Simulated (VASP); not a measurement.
## CdF2: single point with PBE

The system is CdF2.

```
CELL_PARAMETERS angstrom
0.00000 2.71274 2.71274
2.71274 0.00000 2.71274
2.71274 2.71274 0.00000
ATOMIC_POSITIONS crystal
Cd 0.00000 0.00000 0.00000
F 0.25000 0.25000 0.25000
F 0.75000 0.75000 0.75000
```

This cell differs from its parent crystal: volume changed by -3%.

```
Program                : VASP 6.6.1
Task                   : single point
Functional             : PBE
Potentials or basis    : VASP PAW PBE potentials, release 64 (Cd_sv_GW, F)
Cutoff                 : 600 eV
k mesh                 : 6 × 6 × 6
Occupations            : gaussian, width 0.01 eV
Spin                   : no spin polarisation
Dipole correction      : no
Second run             : valence_matched
Further INCAR settings : ALGO = Normal; EDIFF = 1e-06; NBANDS = 24
```

```
Pressure               : 2.3 GPa
Band gap on the k mesh : 3.03 eV, indirect (least direct gap 3.54 eV)
```

Levels at points of the mesh, in eV from the valence-band top:
| k point | band 14 | band 15 | band 16 | band 17 | band 18 | band 19 | band 20 | band 21 |
| --- | --- | --- | --- | --- | --- | --- | --- | --- |
| (0.00, 0.00, 0.00) | -0.91 | -0.51 | -0.51 | -0.51 | 3.03 | 12.62 | 12.62 | 12.62 |
| (0.50, 0.00, 0.00) | -1.74 | -1.74 | -0.39 | -0.39 | 7.05 | 9.11 | 14.35 | 14.35 |
| (0.50, 0.50, 0.00) | -2.83 | -0.45 | -0.07 | -0.07 | 7.87 | 9.58 | 11.91 | 14.12 |

Wall time 18 s on 1 thread of AMD EPYC 7R13 Processor (Zen 3) (shared host), peak memory 0.16 GiB.

 A k mesh can miss the band edges.
